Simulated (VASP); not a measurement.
Input of a VASP 6.6.1 run:

The input INCAR:

```
SYSTEM = LiCl
ALGO = Normal ; EDIFF = 1E-6
ENCUT = 520 ; GGA = PE
ISIF = 2 ; ISMEAR = 0
LASPH = .TRUE. ; LCHARG = .FALSE.
LREAL = .FALSE. ; LWAVE = .FALSE.
NBANDS = 30 ; NELM = 80
PREC = Accurate ; SIGMA = 0.1
```

Contents of KPOINTS:

```
k-points
0
G
  4 6 4
  0 0 0
```

Contents of POSCAR:

```
LiCl
1.0
    5.1119307334      0.0000000000      0.4879370370
    0.0000000000      3.6411608151      0.0000000000
   -0.7044964983      0.0000000000      7.2569969897
Li Cl
4 4
Direct
    0.2499273218      0.7502340538      0.8751881970
    0.7500726782      0.2502340538      0.6248118030
    0.7500726782      0.2497659462      0.1248118030
    0.2499273218      0.7497659462      0.3751881970
    0.2499921686      0.2501080773      0.6250122554
    0.7500078314      0.7501080773      0.8749877446
    0.7500078314      0.7498919227      0.3749877446
    0.2499921686      0.2498919227      0.1250122554
```

Potentials or basis: VASP PAW PBE potentials, release 64 (Li_sv, Cl).

Command:

```sh
$ cat potpaw_PBE.64/Li_sv/POTCAR potpaw_PBE.64/Cl/POTCAR > POTCAR
$ mpirun -np 1 vasp_std > vasp.out
```

(1) Estimate the band gap on the k mesh.

Results:

(1) 6.27 eV.
